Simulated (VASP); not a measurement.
Runs of VASP 6.6.1 on Ta. The structure is that of space group Im-3m (No. 229), or close to it. The cells are those of the table. 

| cell | gap on the mesh (eV) | pressure (GPa) |
| --- | --- | --- |
| a = 2.860 Å, angles 109.5°, 1 atom | none | 4.3 |
| a = 2.934 Å, angles 109.5°, 1 atom | none | -10.0 |
| a = 2.821 Å, angles 109.5°, 1 atom | none | 13.7 |
| a = 2.898 Å, angles 109.5°, 1 atom | none | (a) |
| a = 2.970 Å, angles 109.5°, 1 atom | none | (b) |

Alike in all rows: task single point; level PBE; potentials or basis VASP PAW PBE potentials, release 64 (Ta_pv); no spin polarisation; k mesh 10 × 10 × 10; cutoff (eV) 520; smearing fermi-dirac 0.15 eV.

Question: Estimate the missing entries.

Answer: (a) -3.6; (b) -15.4.

Caveats: spin-orbit coupling is left out, which moves the levels of the heavy elements.

A k mesh can miss the band edges, and the runs leave out spin-orbit coupling on Ta.

A gap of «none» marks levels without a gap at the run's occupations.
